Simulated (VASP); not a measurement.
Here is a VASP 6.6.1 calculation.

File POSCAR:

```
NaCaBr3
1.0
    5.5843245267      0.0000000000      0.0000000000
    0.0000000000      5.5843245267      0.0000000000
    0.0000000000      0.0000000000      5.5843245267
Na Ca Br
1 1 3
Direct
    0.0000000000      0.0000000000      0.0000000000
    0.5000000000      0.5000000000      0.5000000000
    0.5000000000      0.5000000000      0.0000000000
    0.5000000000      0.0000000000      0.5000000000
    0.0000000000      0.5000000000      0.5000000000
```

File INCAR.step1:

```
PREC     = Accurate       # precision mode
ENCUT    = 520            # plane-wave cutoff, eV
ISMEAR   = 0              # smearing method
SIGMA    = 0.01           # smearing width, eV
LREAL    = False          # projectors in reciprocal space
LASPH    = True           # aspherical terms in the spheres
NELM     = 100            # most SCF steps
NBANDS   = 27             # bands
GGA      = PE             # functional
ALGO     = Normal         # electronic algorithm
EDIFF    = 1E-4           # SCF threshold, eV
LWAVE    = True           # write WAVECAR
LCHARG   = False          # write CHGCAR
```

File INCAR.step2:

```
PREC     = Accurate       # precision mode
ENCUT    = 520            # plane-wave cutoff, eV
EDIFF    = 1E-6           # SCF threshold, eV
ISMEAR   = 0              # smearing method
SIGMA    = 0.01           # smearing width, eV
LREAL    = False          # projectors in reciprocal space
LASPH    = True           # aspherical terms in the spheres
NELM     = 100            # most SCF steps
ALGO     = Normal         # electronic algorithm
ISIF     = 2              # what is computed and relaxed
LWAVE    = False          # write WAVECAR
LCHARG   = False          # write CHGCAR
METAGGA  = R2SCAN         # meta-GGA
LMIXTAU  = True         
NBANDS   = 27             # bands
ISTART   = 1
```

Contents of KPOINTS:

```
regular mesh
0
Gamma
  4 4 4
```

Potentials or basis: VASP PAW PBE potentials, release 64 (Na_pv, Ca_sv, Br).

Launch:

```console
$ cat potpaw_PBE.64/Na_pv/POTCAR potpaw_PBE.64/Ca_sv/POTCAR potpaw_PBE.64/Br/POTCAR > POTCAR
$ cp INCAR.step1 INCAR
$ mpirun -np 1 vasp_std > vasp.out
$ cp INCAR.step2 INCAR
$ mpirun -np 1 vasp_std > vasp.out
```

(1) What does it give for the pressure?

(2) What does it give for the band gap on the k mesh?

## Answers

(1) 0.8 GPa.

(2) 3.81 eV (least direct gap 4.15 eV).

Caveat: the PAW data sets were made with another functional, which shifts forces and pressure a little.
